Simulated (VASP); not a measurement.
A run of VASP 6.6.1:

INCAR

```
SYSTEM = Rh
  ALGO = Normal
  EDIFF = 1E-6
  ENCUT = 500
  GGA = PE
  GGA_COMPAT = .FALSE.
  ISIF = 2
  ISMEAR = -1
  LASPH = .TRUE.
  LCHARG = .TRUE.
  LELF = .TRUE.
  LREAL = .FALSE.
  LVHAR = .TRUE.
  LWAVE = .FALSE.
  NBANDS = 22
  NELM = 120
  PREC = Accurate
  SIGMA = 0.05
```

The input KPOINTS:

```
k-points
0
G
  13 13 13
  0 0 0
```

File POSCAR:

```
Rh
1.0
    0.0000000000      2.2985838600      2.2985838600
    2.2985838600      0.0000000000      2.2985838600
    2.2985838600      2.2985838600      0.0000000000
Rh
2
Direct
   -0.1250000000     -0.1250000000     -0.1250000000
    0.1250000000      0.1250000000      0.1250000000
```

Potentials or basis: VASP PAW PBE potentials, release 64 (Rh_pv).

The run is started by

```console
$ cat potpaw_PBE.64/Rh_pv/POTCAR > POTCAR
$ mpirun -np 1 vasp_std > vasp.out
```

Hardware: 1 thread of AMD EPYC 9R45 96-Core Processor (Zen 5), on a shared host.

Problem. Estimate the wall time of this run.

Solution. It took 19 s on 1 thread of AMD EPYC 9R45 96-Core Processor (Zen 5), on a shared host, peak memory 0.13 GiB. Counts: scf iterations 10, k points 84.
